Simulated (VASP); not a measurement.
# CoNiO2 (P4/mmm) in VASP: further runs, part 2 of 2

VASP 6.6.1.

**4. Single point, PBEsol, collinear spin, ferromagnetic start**

File INCAR:

```
SYSTEM = CoNiO2
ALGO     = Normal         ! electronic algorithm
EDIFF    = 1E-7           ! SCF threshold, eV
ENCUT    = 520            ! plane-wave cutoff, eV
GGA      = PS             ! functional
ISIF     = 2              ! what is computed and relaxed
ISMEAR   = -1             ! smearing method
ISPIN    = 2              ! spin polarisation
LASPH    = .True.         ! aspherical terms in the spheres
LCHARG   = .True.         ! write CHGCAR
LELF     = .True.         ! ELF
LMAXMIX  = 4              ! l up to which the mixer works
LORBIT   = 11             ! projections on sites
LREAL    = .False.        ! projectors in reciprocal space
LVHAR    = .True.       
LWAVE    = .False.        ! write WAVECAR
MAGMOM   = 1.5 3 0 0      ! initial moments
NBANDS   = 28             ! bands
NELM     = 150            ! most SCF steps
NUPDOWN  = 4.5            ! fixed moment
PREC     = Accurate       ! precision mode
SIGMA    = 0.05           ! smearing width, eV
```

File KPOINTS:

```
k-points
0
Gamma
  7 7 5
  0 0 0
```

File POSCAR:

```
CoNiO2
1.0
    3.0143330000      0.0000000000      0.0000000000
    0.0000000000      3.0143330000      0.0000000000
    0.0000000000      0.0000000000      4.2222850000
Ni Co O
1 1 2
Direct
    0.0000000000      0.0000000000      0.0000000000
    0.5000000000      0.5000000000      0.5000000000
    0.0000000000      0.0000000000      0.5000000000
    0.5000000000      0.5000000000      0.0000000000
```

Potentials or basis: VASP PAW PBE potentials, release 64 (Ni, Co, O).

Run with:

```bash
cat potpaw_PBE.64/Ni/POTCAR potpaw_PBE.64/Co/POTCAR potpaw_PBE.64/O/POTCAR > POTCAR
mpirun -np 1 vasp_std > vasp.out
```

OUTCAR:

```text
SYSTEM = CoNiO2
   EDIFF = 1E-7
   ENCUT = 520
   GGA = PS
   ISIF = 2
   ISMEAR = -1
   ISPIN = 2
   LASPH = .True.
   LORBIT = 11
   LREAL = .False.
   NELM = 150
   NUPDOWN = 4.5
   PREC = Accurate

 ion  position               nearest neighbor table
   1  0.000  0.000  0.000-   3 2.11   3 2.11   4 2.13   4 2.13   4 2.13   4 2.13   2 3.00   2 3.00
                             2 3.00   2 3.00   2 3.00   2 3.00   2 3.00   2 3.00
   2  0.500  0.500  0.500-   4 2.11   4 2.11   3 2.13   3 2.13   3 2.13   3 2.13   1 3.00   1 3.00
                             1 3.00   1 3.00   1 3.00   1 3.00   1 3.00   1 3.00
   3  0.000  0.000  0.500-   1 2.11   1 2.11   2 2.13   2 2.13   2 2.13   2 2.13
   4  0.500  0.500  0.000-   2 2.11   2 2.11   1 2.13   1 2.13   1 2.13   1 2.13

  LATTYP: Found a simple tetragonal cell.
 ALAT       =     3.0143330000
 C/A-ratio  =     1.4007360832

  Lattice vectors:

 A1 = (   3.0143330000,   0.0000000000,   0.0000000000)
[... 1653 lines left out ...]

  FORCE on cell =-STRESS in cart. coord.  units (eV):
  Direction    XX          YY          ZZ          XY          YZ          ZX
  --------------------------------------------------------------------------------------
  -------------------------------------------------------------------------------------
  Total       -3.0385904     -3.0385904     -2.5923778      0.0000000      0.0000000     -0.0000000
  in kB     -126.8974064   -126.8974064   -108.2627044      0.0000000      0.0000000     -0.0000000
  external PRESSURE =    -120.6858391 kB  Pullay stress =       0.0000000 kB

 VOLUME and BASIS-vectors are now :
 -----------------------------------------------------------------------------
  energy-cutoff  :      520.00
  volume of cell :       38.36
      direct lattice vectors                 reciprocal lattice vectors
     3.014333000  0.000000000  0.000000000     0.331748350  0.000000000  0.000000000
     0.000000000  3.014333000  0.000000000     0.000000000  0.331748350  0.000000000
     0.000000000  0.000000000  4.222285000     0.000000000  0.000000000  0.236838584

 POSITION                                       TOTAL-FORCE (eV/Angst)
 -----------------------------------------------------------------------------------
      0.00000      0.00000      0.00000         0.000000      0.000000      0.000000
      1.50717      1.50717      2.11114         0.000000      0.000000      0.000000
      0.00000      0.00000      2.11114         0.000000      0.000000      0.000000
      1.50717      1.50717      0.00000         0.000000      0.000000      0.000000
 -----------------------------------------------------------------------------------
    total drift:                                0.000000     -0.000000     -0.000000

  FREE ENERGIE OF THE ION-ELECTRON SYSTEM (eV)
  ---------------------------------------------------
  free  energy   TOTEN  =       -26.2361053155 eV

  energy  without entropy=      -26.1703238990  energy(sigma->0) =      -26.20321461

 total charge

# of ion       s       p       d       tot
------------------------------------------
    1        0.315   0.369   8.273   8.957
    2        0.301   0.365   7.126   7.791
    3        1.553   3.386   0.000   4.939
    4        1.555   3.369   0.000   4.924
--------------------------------------------------
tot          3.723   7.489  15.399  26.611

 magnetization (x)

# of ion       s       p       d       tot
------------------------------------------
    1        0.013   0.012   1.241   1.266
    2        0.018   0.018   2.535   2.571
    3        0.027   0.273   0.000   0.300
    4        0.025   0.240   0.000   0.266
--------------------------------------------------
tot          0.083   0.544   3.776   4.403
```

OSZICAR:

```text
N       E                     dE             d eps       ncg     rms          rms(c)
DAV:   1     0.250081084576E+03    0.25008E+03   -0.14045E+04  3496   0.138E+03
DAV:   2    -0.591129007918E+01   -0.25599E+03   -0.23299E+03  3456   0.325E+02
DAV:   3    -0.309755575426E+02   -0.25064E+02   -0.23988E+02  3740   0.111E+02
[... 17 lines left out ...]
DAV:  21    -0.262360912549E+02   -0.21021E-04   -0.62707E-04  4636   0.420E-01    0.273E-02
DAV:  22    -0.262361046265E+02   -0.13372E-04   -0.89799E-05  3792   0.680E-02    0.143E-02
DAV:  23    -0.262361049179E+02   -0.29138E-06   -0.42642E-06  4308   0.189E-02    0.732E-03
DAV:  24    -0.262361051341E+02   -0.21621E-06   -0.68492E-07  3412   0.928E-03    0.493E-03
DAV:  25    -0.262361053374E+02   -0.20331E-06   -0.40066E-07  2232   0.825E-03    0.382E-03
DAV:  26    -0.262361053155E+02    0.21960E-07   -0.12370E-07  1768   0.406E-03
   1 F= -.26236105E+02 E0= -.26203215E+02  d E =-.657814E-01  mag=     4.5000
```

Run time: 3.4 min. Hardware: 1 thread of AMD EPYC 7R13, shared host; peak memory 0.17 GiB.

What came out:

| Item | Value |
| --- | --- |
| Free energy | -26.2361 eV |
| Pressure | -12.1 GPa |
| Net moment | 4.50 μB per cell |
| Site moments | Ni +1.27; Co +2.57; O +0.30, +0.27 μB |
| Valence electrons inside the program's atomic spheres | Ni 8.96; Co 7.79; O 4.94, 4.92 |

Stress tensor (GPa, compression positive):
```
-12.69   0.00   0.00
  0.00 -12.69   0.00
  0.00   0.00 -10.83
```

Caveat: the PAW data sets were made with another functional, which shifts forces and pressure a little; the total moment is fixed, so each spin has its own Fermi level.

**5. Single point, PBEsol, collinear spin, ferromagnetic start**

File INCAR:

```
SYSTEM = CoNiO2
PREC = Accurate
ENCUT = 520
EDIFF = 1E-7
ISMEAR = -1
SIGMA = 0.05
LREAL = .FALSE.
LASPH = .TRUE.
NELM = 150
ALGO = Normal
ISIF = 2
LWAVE = .FALSE.
LCHARG = .FALSE.
ISPIN = 2
MAGMOM = 2 4 0 0
LORBIT = 11
NUPDOWN = 6.0
LMAXMIX = 4
GGA = PS
NBANDS = 28
```

File KPOINTS:

```
Automatic mesh
0
G
  7 7 5
  0 0 0
```

POSCAR is that of step 4.

Potentials or basis: VASP PAW PBE potentials, release 64 (Ni, Co, O).

Run with:

```bash
cat potpaw_PBE.64/Ni/POTCAR potpaw_PBE.64/Co/POTCAR potpaw_PBE.64/O/POTCAR > POTCAR
mpirun -np 1 vasp_std > vasp.out
```

OUTCAR:

```text
SYSTEM = CoNiO2
   PREC = Accurate
   ENCUT = 520
   EDIFF = 1E-7
   ISMEAR = -1
   LREAL = .FALSE.
   LASPH = .TRUE.
   NELM = 150
   ISIF = 2
   ISPIN = 2
   LORBIT = 11
   NUPDOWN = 6.0
   GGA = PS

 ion  position               nearest neighbor table
   1  0.000  0.000  0.000-   3 2.11   3 2.11   4 2.13   4 2.13   4 2.13   4 2.13   2 3.00   2 3.00
                             2 3.00   2 3.00   2 3.00   2 3.00   2 3.00   2 3.00
   2  0.500  0.500  0.500-   4 2.11   4 2.11   3 2.13   3 2.13   3 2.13   3 2.13   1 3.00   1 3.00
                             1 3.00   1 3.00   1 3.00   1 3.00   1 3.00   1 3.00
   3  0.000  0.000  0.500-   1 2.11   1 2.11   2 2.13   2 2.13   2 2.13   2 2.13
   4  0.500  0.500  0.000-   2 2.11   2 2.11   1 2.13   1 2.13   1 2.13   1 2.13

  LATTYP: Found a simple tetragonal cell.
 ALAT       =     3.0143330000
 C/A-ratio  =     1.4007360832

  Lattice vectors:

 A1 = (   3.0143330000,   0.0000000000,   0.0000000000)
 A2 = (   0.0000000000,   3.0143330000,   0.0000000000)
 A3 = (   0.0000000000,   0.0000000000,   4.2222850000)

Analysis of symmetry for initial positions (statically):
=====================================================================
 Subroutine PRICEL returns:
 Original cell was already a primitive cell.

 Routine SETGRP: Setting up the symmetry group for a
 simple tetragonal supercell.

 Subroutine GETGRP returns: Found 16 space group operations
 (whereof 16 operations were pure point group operations)
 out of a pool of 16 trial point group operations.

The static configuration has the point symmetry D_4h.

Analysis of symmetry for dynamics (positions and initial velocities):
=====================================================================
 Subroutine PRICEL returns:
 Original cell was already a primitive cell.

 Routine SETGRP: Setting up the symmetry group for a
 simple tetragonal supercell.

 Subroutine GETGRP returns: Found 16 space group operations
 (whereof 16 operations were pure point group operations)
 out of a pool of 16 trial point group operations.

The dynamic configuration has the point symmetry D_4h.

[... 168 lines left out ...]
 fundamental gap:     -5.6612068591
 Fermi energy:        12.6018784379

 spin component 1

 k-point     1 :       0.0000    0.0000    0.0000
  band No.  band energies     occupation
      1     -12.7477      1.00000
      2     -11.4116      1.00000
      3       0.5495      1.00000
      4       2.8275      1.00000
      5       3.0297      1.00000
      6       3.0297      1.00000
[... 709 lines left out ...]
     26      21.0114      0.00000
     27      27.3400      0.00000

 [... further k-points ...]

 spin component 2

 k-point     1 :       0.0000    0.0000    0.0000
  band No.  band energies     occupation
      1     -11.8439      1.00000
      2     -10.4031      1.00000
      3       1.3243      1.00000
      4       3.9538      1.00000
      5       3.9538      1.00000
      6       4.7836      1.00000
[... 709 lines left out ...]
     26      21.7108      0.00000
     27      28.2009      0.00000

 [... further k-points ...]

 [bands above 27 left out]

------------------------ aborting loop because EDIFF is reached ----------------------------------------

  FORCE on cell =-STRESS in cart. coord.  units (eV):
  Direction    XX          YY          ZZ          XY          YZ          ZX
  --------------------------------------------------------------------------------------
  -------------------------------------------------------------------------------------
  Total        0.2659172      0.2659172      0.5194902      0.0000000      0.0000000      0.0000000
  in kB       11.1052151     11.1052151     21.6949158      0.0000000      0.0000000      0.0000000
  external PRESSURE =      14.6351153 kB  Pullay stress =       0.0000000 kB

 VOLUME and BASIS-vectors are now :
 -----------------------------------------------------------------------------
  energy-cutoff  :      520.00
  volume of cell :       38.36
      direct lattice vectors                 reciprocal lattice vectors
     3.014333000  0.000000000  0.000000000     0.331748350  0.000000000  0.000000000
     0.000000000  3.014333000  0.000000000     0.000000000  0.331748350  0.000000000
     0.000000000  0.000000000  4.222285000     0.000000000  0.000000000  0.236838584

 POSITION                                       TOTAL-FORCE (eV/Angst)
 -----------------------------------------------------------------------------------
      0.00000      0.00000      0.00000         0.000000      0.000000      0.000000
      1.50717      1.50717      2.11114         0.000000      0.000000      0.000000
      0.00000      0.00000      2.11114         0.000000      0.000000      0.000000
      1.50717      1.50717      0.00000         0.000000      0.000000      0.000000
 -----------------------------------------------------------------------------------
    total drift:                                0.000000     -0.000000     -0.000000

  FREE ENERGIE OF THE ION-ELECTRON SYSTEM (eV)
  ---------------------------------------------------
  free  energy   TOTEN  =       -24.0032566724 eV

  energy  without entropy=      -23.9494873858  energy(sigma->0) =      -23.97637203

 total charge

# of ion       s       p       d       tot
------------------------------------------
    1        0.365   0.396   8.142   8.902
    2        0.352   0.395   6.978   7.725
    3        1.581   3.361   0.000   4.942
    4        1.581   3.351   0.000   4.932
--------------------------------------------------
tot          3.878   7.502  15.120  26.501

 magnetization (x)

# of ion       s       p       d       tot
------------------------------------------
    1        0.070   0.041   1.631   1.742
    2        0.068   0.047   2.769   2.884
    3        0.066   0.463   0.000   0.529
    4        0.064   0.466   0.000   0.530
--------------------------------------------------
tot          0.267   1.017   4.400   5.685
```

OSZICAR:

```text
N       E                     dE             d eps       ncg     rms          rms(c)
DAV:   1     0.254680976181E+03    0.25468E+03   -0.14207E+04  3496   0.138E+03
DAV:   2    -0.513399285508E+01   -0.25981E+03   -0.23781E+03  3456   0.328E+02
[... 15 lines left out ...]
DAV:  18    -0.240032612791E+02   -0.32073E-04   -0.23121E-04  4748   0.185E-01    0.484E-02
DAV:  19    -0.240032557272E+02    0.55519E-05   -0.28607E-05  4708   0.902E-02    0.229E-02
DAV:  20    -0.240032571803E+02   -0.14532E-05   -0.16671E-05  5004   0.437E-02    0.156E-02
DAV:  21    -0.240032566869E+02    0.49344E-06   -0.16550E-06  4556   0.185E-02    0.829E-03
DAV:  22    -0.240032566793E+02    0.76020E-08   -0.13957E-06  4176   0.108E-02    0.106E-03
DAV:  23    -0.240032566724E+02    0.68876E-08   -0.96369E-08  1772   0.283E-03
   1 F= -.24003257E+02 E0= -.23976372E+02  d E =-.537693E-01  mag=     6.0000
```

stdout:

```text
POSCAR found type information on POSCAR NiCoO
 POSCAR found :  3 types and       4 ions
 scaLAPACK will be used
 -----------------------------------------------------------------------------
|                                                                             |
|                                                                             |
|     You enforced a specific xc type in the INCAR file but a different       |
|     I HOPE YOU KNOW WHAT YOU ARE DOING!                                     |
|                                                                             |
 -----------------------------------------------------------------------------

 LDA part: xc-table for (Slater+PW92), standard interpolation
 POSCAR, INCAR and KPOINTS ok, starting setup
 FFT: planning ... GRIDC
 FFT: planning ... GRID_SOFT
 FFT: planning ... GRID
 WAVECAR not read
 entering main loop
```

Wall time 3.1 min (1 thread of AMD EPYC 7R13, shared host); peak memory 0.16 GiB.

What came out:

```yaml
Free_energy: -24.0033 eV
Pressure: 1.5 GPa
Net_moment: 6.00 μB per cell
Site_moments: Ni +1.74; Co +2.88; O +0.53 μB
Valence_electrons_inside_the_program's_atomic_spheres: Ni 8.90; Co 7.72; O 4.94, 4.93
```

Stress tensor (GPa, compression positive):
```
1.11 0.00 0.00
0.00 1.11 0.00
0.00 0.00 2.17
```

Caveat: the PAW data sets were made with another functional, which shifts forces and pressure a little; the total moment is fixed, so each spin has its own Fermi level.

**6. Single point, LDA, collinear spin, ferromagnetic start**

File INCAR:

```
PREC = Accurate
ENCUT = 520
EDIFF = 1E-7
ISMEAR = -1
SIGMA = 0.05
LREAL = F
LASPH = T
NELM = 150
ALGO = Normal
ISIF = 2
LWAVE = F
LCHARG = F
ISPIN = 2
MAGMOM = 1 2 0 0
LORBIT = 11
LMAXMIX = 4
NBANDS = 28
```

File KPOINTS:

```
Automatic mesh
0
Gamma
  9 9 6
```

POSCAR is that of step 5.

Potentials or basis: VASP PAW LDA potentials, release 64 (Ni, Co, O).

Run with:

```bash
cat potpaw_LDA.64/Ni/POTCAR potpaw_LDA.64/Co/POTCAR potpaw_LDA.64/O/POTCAR > POTCAR
mpirun -np 1 vasp_std > vasp.out
```

It took 2.3 min on 1 thread of Intel Xeon Platinum 8259CL at 2.50GHz (Skylake/Cascade Lake), shared host; peak memory 0.21 GiB.

The run converged. Its results:

| Item | Value |
| --- | --- |
| Free energy | -27.7909 eV |
| Pressure | -23.3 GPa |
| Net moment | 3.35 μB per cell |
| Site moments | Ni +0.60; Co +2.31; O +0.21, +0.15 μB |
| Valence electrons inside the program's atomic spheres | Ni 9.01; Co 7.83; O 4.91, 4.89 |

Levels at points of the mesh, in eV from the Fermi level:
Spin up:
```csv
k point,band 16,band 17,band 18,band 19,band 20,band 21
"(0.00, 0.00, 0.00)",-1.33,-1.19,-1.19,1.20,5.87,9.95
"(0.00, 0.00, 0.50)",-0.98,-0.98,-0.78,4.98,5.01,12.73
```
Spin down:
| k point | band 12 | band 13 | band 14 | band 15 | band 16 | band 17 |
| --- | --- | --- | --- | --- | --- | --- |
| (0.00, 0.00, 0.00) | -1.23 | -1.01 | -0.95 | -0.14 | -0.06 | -0.06 |
| (0.00, 0.00, 0.50) | -0.52 | -0.52 | -0.20 | -0.11 | 0.06 | 0.06 |

Caveat: semilocal functionals often make such compounds metallic where correlation or magnetic order opens a gap, which also shifts bond lengths. With open d or f shells a metallic result of LDA can be an artefact of self-interaction; +U or a hybrid may open a gap.

**7. The runs side by side**

```csv
level,potentials or basis,fixed moment (μB),k mesh,pressure (GPa),moment (μB)
PBEsol,"VASP PAW PBE potentials, release 64 (Ni, Co, O)",3.0,7 × 7 × 5,-16.6,3.00
PBEsol,"VASP PAW PBE potentials, release 64 (Ni, Co, O)",3.8,7 × 7 × 5,-15.1,3.80
PBEsol,"VASP PAW PBE potentials, release 64 (Ni, Co, O)",4.5,7 × 7 × 5,-12.1,4.50
PBEsol,"VASP PAW PBE potentials, release 64 (Ni, Co, O)",6.0,7 × 7 × 5,1.5,6.00
LDA,"VASP PAW LDA potentials, release 64 (Ni, Co, O)",-,9 × 9 × 6,-23.3,3.35
```

Alike in all rows: task single point; spin collinear, ferromagnetic start; cell as given; cutoff (eV) 520; smearing fermi-dirac 0.05 eV.

Caveats: the PAW data sets were made with another functional, which shifts forces and pressure a little (some runs); the total moment is fixed, so each spin has its own Fermi level (some runs); semilocal functionals often make such compounds metallic where correlation or magnetic order opens a gap, which also shifts bond lengths (some runs).

Total energies depend on the potentials used, so only differences within one code and one set of settings carry meaning.
